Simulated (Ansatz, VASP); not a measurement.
# Two plane-wave programs on Sn

Contents of INCAR:

```
SYSTEM = Sn
PREC     = Accurate       ! precision mode
ENCUT    = 520            ! plane-wave cutoff, eV
EDIFF    = 1E-6           ! SCF threshold, eV
ISMEAR   = -1             ! smearing method
SIGMA    = 0.05           ! smearing width, eV
LREAL    = .FALSE.        ! projectors in reciprocal space
LASPH    = .TRUE.         ! aspherical terms in the spheres
NELM     = 60             ! most SCF steps
ALGO     = Normal         ! electronic algorithm
ISIF     = 2              ! what is computed and relaxed
LWAVE    = .FALSE.        ! write WAVECAR
LCHARG   = .FALSE.        ! write CHGCAR
GGA      = PE             ! functional
NBANDS   = 13             ! bands
```

Contents of KPOINTS:

```
regular mesh
0
G
  13 13 12
  0 0 0
```

Contents of POSCAR:

```
Sn
1.0
    2.8304654103      0.0000000000      0.0000000000
   -1.4152327051      2.4512549498      0.0000000000
    0.0000000000      0.0000000000      2.6693255588
Sn
1
Direct
    0.0000000000      0.0000000000      0.0000000000
```

Input for Ansatz:

```yaml
crystal:
  lattice:
    - [2.8304654103, 0.0, 0.0]
    - [-1.4152327051, 2.4512549498, 0.0]
    - [0.0, 0.0, 2.6693255588]
  atoms:
    - { symbol: Sn, position: [0.0, 0.0, 0.0] }
kpoints:
  mp_grid: { grid: [13, 13, 12] }
scf:
  occupations: { method: fermi_dirac, width: 0.05 }
hamiltonian:
  xc: pbe
  pseudopotentials: { kind: paw }
output:
  forces: true
  stress: true
  eigenvalues: true
  populations: true
  write_density: true
  write_potential: true
  elf: true
  volumetric_format: npy
```

Change from the starting cell: volume scaled by 0.65, PAW files.

Alike in both runs: task single point; functional PBE; k mesh 13 × 13 × 12; occupations fermi-dirac, width 0.05 eV; no spin polarisation.

|  | VASP | Ansatz |
| --- | --- | --- |
| version | VASP 6.6.1 | Ansatz 0.2.0 |
| potentials or method | VASP PAW PBE potentials, release 64 (Sn_d) | PAW with Ansatz's default frozen-core files, scalar-relativistic |
| plane-wave cutoff (eV) | 520 | 420 |
| valence electrons in the cell | 14 | 14 |

```tsv
	VASP	Ansatz	Ansatz less VASP
pressure (GPa)	56.7	56.8	+0.09
```

Both programs put the cell under a high pressure, so it lies far from rest at this level.
